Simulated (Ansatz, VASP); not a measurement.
Cl in VASP and in Ansatz

Contents of INCAR:

```
PREC     = Accurate       # precision mode
ENCUT    = 520            # plane-wave cutoff, eV
EDIFF    = 1E-6           # SCF threshold, eV
ISMEAR   = -1             # smearing method
SIGMA    = 0.08           # smearing width, eV
LREAL    = False          # projectors in reciprocal space
LASPH    = True           # aspherical terms in the spheres
NELM     = 80             # most SCF steps
ALGO     = Normal         # electronic algorithm
ISIF     = 2              # what is computed and relaxed
LWAVE    = False          # write WAVECAR
LCHARG   = False          # write CHGCAR
GGA      = PE             # functional
NBANDS   = 14             # bands
```

Contents of KPOINTS:

```
regular mesh
0
Gamma
  14 14 8
```

File POSCAR:

```
Cl
1.0
    2.3935801040      0.0000000000      0.0000000000
   -1.1967900520      2.0729011761      0.0000000000
    0.0000000000      0.0000000000      3.6966808586
Cl
2
Direct
    0.3333333333      0.6666666667      0.2500000000
    0.6666666667      0.3333333333      0.7500000000
```

Input for Ansatz:

```yaml
crystal:
  lattice:
    - [2.393580104, 0.0, 0.0]
    - [-1.196790052, 2.0729011761, 0.0]
    - [0.0, 0.0, 3.6966808586]
  atoms:
    - { symbol: Cl, position: [0.3333333333, 0.6666666667, 0.25] }
    - { symbol: Cl, position: [0.6666666667, 0.3333333333, 0.75] }
kpoints:
  mp_grid: { grid: [14, 14, 8] }
scf:
  occupations: { method: fermi_dirac, width: 0.08 }
hamiltonian:
  xc: pbe
  pseudopotentials: { kind: all_electron, datasets: crystal }
output:
  forces: true
  stress: true
  eigenvalues: true
```

Change from the starting cell: volume scaled by 0.4, crystal datasets.

Alike in both runs: task single point; functional PBE; k mesh 14 × 14 × 8; occupations fermi-dirac, width 0.08 eV; no spin polarisation.

|  | VASP | Ansatz |
| --- | --- | --- |
| version | VASP 6.6.1 | Ansatz 0.2.0 |
| potentials or method | VASP PAW PBE potentials, release 64 (Cl), cutoff 520 eV | all-electron PAW with datasets made for the crystal, scalar-relativistic |

Ansatz gave:

| Item | Value |
| --- | --- |
| pressure (GPa) | 192.5 |
| traceless stress, the component that is largest in VASP (GPa) | 0.51 |

Task: Which values does VASP return?

Result: Pressure (GPa): 190.4; traceless stress, the component that is largest in VASP (GPa): 0.50.

Both programs put the cell under a high pressure, so it lies far from rest at this level. Ansatz ran all-electron here, and VASP with PAW potentials.

Noted on VASP's run: the cell as given lies far from equilibrium.
